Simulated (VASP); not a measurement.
BaTiO3, 5 atoms in the cell. Symmetry: P4/mmm, No. 123, tetragonal system. The conventional cell has a = 3.941 Å, b = 3.941 Å, c = 4.089 Å, α = 90.00°, β = 90.00°, γ = 90.00°. Within 3.7 Å of Ba (site symmetry 4/mmm) lie 12 O at 2.79 to 2.84 Å and 8 Ti at 3.46 Å. Within 2.6 Å of Ti (site symmetry 4/mmm) lie 6 O at 1.97 to 2.04 Å. O (site symmetry 4/mmm) has 2 Ti at 2.04 Å and 4 Ba at 2.79 Å and 8 O at 2.84 Å within 2.9 Å. Within 2.6 Å of O (site symmetry mmm) lie 2 Ti at 1.97 Å. 

| Item | Value |
| --- | --- |
| Program | VASP 6.6.1 |
| Task | single point |
| Functional | PBEsol |
| Potentials or basis | VASP PAW PBE potentials, release 64 (Ba_sv, Ti_sv, O_h) |
| Cutoff | 1340 eV |
| k mesh | 8 × 8 × 8 |
| Occupations | gaussian, width 0.02 eV |
| Spin | no spin polarisation |
| Dipole correction | no |
| Further INCAR settings | ALGO = Normal; EDIFF = 1e-06; NBANDS = 28 |

Potentials or basis: VASP PAW PBE potentials, release 64 (Ba_sv, Ti_sv, O_h).

Launch:

```console
$ cat potpaw_PBE.64/Ba_sv/POTCAR potpaw_PBE.64/Ti_sv/POTCAR potpaw_PBE.64/O_h/POTCAR > POTCAR
$ mpirun -np 1 vasp_std > vasp.out
```

Hardware: 1 thread of Intel(R) Xeon(R) Platinum 8259CL CPU @ 2.50GHz (Skylake/Cascade Lake) (shared host).

Task: How long does it take, and how much memory?

Result: Wall time 10 min on 1 thread of Intel(R) Xeon(R) Platinum 8259CL CPU @ 2.50GHz (Skylake/Cascade Lake), with other jobs on the host, peak memory 0.73 GiB. Counts: scf iterations 15, k points 75.
